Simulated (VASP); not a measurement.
Set up this calculation in VASP 6.6.1, as the native input.

| Quantity | Value |
| --- | --- |
| Task | single point |
| Functional | PBEsol |
| Potentials or basis | VASP PAW PBE potentials, release 64 (Ni, Sb) |
| Cutoff | 520 eV |
| k mesh | 12 × 12 × 8 |
| Occupations | gaussian, width 0.1 eV |
| Spin | no spin polarisation |
| Dipole correction | no |
| Further INCAR settings | ALGO = Normal; EDIFF = 1e-06; NBANDS = 23 |

The structure of NiSb lies in POSCAR:

```
NiSb
1.0
    3.9280000000      0.0000000000      0.0000000000
   -1.9640000000      3.4017477861      0.0000000000
    0.0000000000      0.0000000000      5.1200000000
Ni Sb
2 2
Direct
    0.0000000000      0.0000000000      0.0000000000
    0.0000000000      0.0000000000      0.5000000000
    0.3333333333      0.6666666667      0.2500000000
    0.6666666667      0.3333333333      0.7500000000
```

The input as run:

INCAR

```
SYSTEM = NiSb
PREC = Accurate ; ENCUT = 520
EDIFF = 1E-6 ; ISMEAR = 0
SIGMA = 0.1 ; LREAL = .False.
LASPH = .True. ; NELM = 60
ALGO = Normal ; ISIF = 2
LWAVE = .False. ; LCHARG = .True.
GGA = PS ; LELF = .True.
LVHAR = .True. ; NBANDS = 23
```

KPOINTS

```
regular mesh
0
Gamma
  12 12 8
  0 0 0
```

Potentials or basis: VASP PAW PBE potentials, release 64 (Ni, Sb).

Run with:

```bash
$ cat potpaw_PBE.64/Ni/POTCAR potpaw_PBE.64/Sb/POTCAR > POTCAR
$ mpirun -np 1 vasp_std > vasp.out
```

Results of the run:

The pressure is -1.9 GPa and the band gap on the k mesh is zero (bands 15 and 16 overlap by 3.36 eV).

Caveat: the PAW data sets were made with another functional, which shifts forces and pressure a little; spin-orbit coupling is left out, which moves the levels of the heavy elements.

Wall time 3.8 min on 1 thread of Intel Xeon 8259CL, with other jobs on the host, peak memory 0.28 GiB.
